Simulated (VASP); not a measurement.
Runs of VASP 6.6.1 on Be. The structure is that of space group Fm-3m (No. 225), or close to it. The cells are those of the table. This isn't the form of Be at room conditions, which is hcp.

```tsv
task	cell	k mesh	cutoff (eV)	smearing	gap on the mesh (eV)	pressure (GPa)
single point	a = 2.593 Å, angles 60.0°, 1 atom	8 × 8 × 8	520	gaussian 0.1 eV	none	-26.0
single point	a = 2.225 Å, angles 60.0°, 1 atom	20 × 20 × 20	520	gaussian 0.02 eV	none	(a)
relaxation of cell and atoms	relaxed from a = 2.593 Å, angles 60.0°, 1 atom	10 × 10 × 10	600	gaussian 0.1 eV	0.44	1.0
single point	a = 2.226 Å, angles 60.0°, 1 atom	22 × 22 × 22	520	gaussian 0.1 eV	none	0.5
relaxation of cell and atoms	relaxed from a = 2.225 Å, angles 60.0°, 1 atom	20 × 20 × 20	600	gaussian 0.02 eV	none	0.0
```

Alike in all rows: level PBEsol; potentials or basis VASP PAW PBE potentials, release 64 (Be); no spin polarisation.

**Question.** Estimate the missing entries.

**Answer.** (a) 0.3.

Caveats: some runs use coarse meshes; the PAW data sets were made with another functional, which shifts forces and pressure a little.

A k mesh can miss the band edges.

A gap of «none» marks levels without a gap at the run's occupations.
